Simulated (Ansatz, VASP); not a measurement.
One calculation of TaN, two programs

```
CELL_PARAMETERS angstrom
0.00000 2.12221 2.12221
2.12221 0.00000 2.12221
2.12221 2.12221 0.00000
ATOMIC_POSITIONS crystal
Ta 0.50000 0.50000 0.50000
N 0.00000 0.00000 0.00000
```

Change from the starting cell: strain -0.030 along x and y, -0.030 along z, atoms carried along.

Alike in both runs: task single point; functional PBEsol; k mesh 24 × 24 × 24; occupations gaussian, width 0.15 eV; no spin polarisation.

```csv
,VASP,Ansatz
version,VASP 6.6.1,Ansatz 0.2.0
potentials or method,"VASP PAW PBE potentials, release 64 (Ta_pv, N), cutoff 520 eV","scalar-relativistic, plane waves, PAW"
valence electrons in the cell,16,18
```

Ansatz gave:

```
gap on the k mesh at the Fermi level (eV) : none
pressure (GPa)                            : 39.9
```

Estimate VASP's values.

gap on the k mesh at the Fermi level (eV): none; pressure (GPa): 41.5.

VASP's potentials were made for PBE, not for PBEsol. A gap of «none» marks a metal or a gap that the smearing closes. Both programs put the cell under a high pressure, so it lies far from rest at this level. VASP's potentials hold 16 valence electrons a cell and Ansatz's 18, so a difference there can come from the potentials and not from the codes.

Spin-orbit coupling is off throughout.
